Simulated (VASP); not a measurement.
Set up this calculation in VASP 6.6.1, as the native input.

```yaml
Task: relaxation of cell and atoms
Functional: PBE
Potentials_or_basis: VASP PAW PBE potentials, release 64 (La, Nb_sv, O)
Cutoff: 600 eV
k_mesh: 6 × 6 × 2
Occupations: gaussian, width 0.1 eV
Spin: collinear spin, zero start
Starting_moments: "[0.0, 0.0, 0.0, 0.0, 0.0, 0.0] μB"
Dipole_correction: no
Further_INCAR_settings: ALGO = Normal; EDIFF = 1e-06; IBRION = 2; EDIFFG = -0.04; NSW = 90; ISIF = 3
```

The structure of La2NbO3 lies in POSCAR:

```
La2NbO3
1.0
    3.5399103600      0.0000000000      0.0000000000
    0.0000000000      3.5399103600      0.0000000000
    0.0000000000      0.0000000000      7.7654016300
La Nb O
2 1 3
Direct
    0.0000000000      0.5000000000      0.7372320300
    0.5000000000      0.0000000000      0.2627679700
    0.0000000000      0.0000000000      0.0000000000
    0.5000000000      0.5000000000      0.0000000000
    0.0000000000      0.5000000000      0.3774000100
    0.5000000000      0.0000000000      0.6225999900
```

The input as run:

INCAR

```
SYSTEM = La2NbO3
  ALGO = Normal
  EDIFF = 1E-6
  EDIFFG = -0.04
  ENCUT = 600
  GGA = PE
  IBRION = 2
  ISIF = 3
  ISMEAR = 0
  ISPIN = 2
  LASPH = .TRUE.
  LCHARG = .FALSE.
  LMAXMIX = 6
  LORBIT = 11
  LREAL = .FALSE.
  LWAVE = .FALSE.
  MAGMOM = 0 0 0 0 0 0
  NELM = 150
  NSW = 90
  PREC = Accurate
  SIGMA = 0.1
```

KPOINTS

```
k-points
0
G
  6 6 2
  0 0 0
```

Potentials or basis: VASP PAW PBE potentials, release 64 (La, Nb_sv, O).

The run is started by

```console
$ cat potpaw_PBE.64/La/POTCAR potpaw_PBE.64/Nb_sv/POTCAR potpaw_PBE.64/O/POTCAR > POTCAR
$ mpirun -np 1 vasp_std > vasp.out
```

It gave:

```yaml
Relaxed_volume: 16.70 Å³/atom
Relaxed_cell: a = 3.286 Å, b = 3.286 Å, c = 9.277 Å, α = 90.00°, β = 90.00°, γ = 90.00°
Space_group_after_relaxing_to_0.05_Å: P-4m2 (No. 115)
Energy_gained_by_relaxing: 631.3 meV/atom
Ionic_steps: 16
Pressure_after_relaxing: -0.1 GPa
Largest_force_after_relaxing: 0.010 eV/Å
Net_moment: 0.00 μB per cell
Valence_electrons_inside_the_program's_atomic_spheres: La 8.74; Nb 10.52; O 4.90, 5.03
```

Caveat: the k points lie up to 0.34 Å⁻¹ apart in the final cell.

It took 47 min on 1 thread of Oxide Virtual Turin-like Processor, on a shared host, peak memory 0.32 GiB.
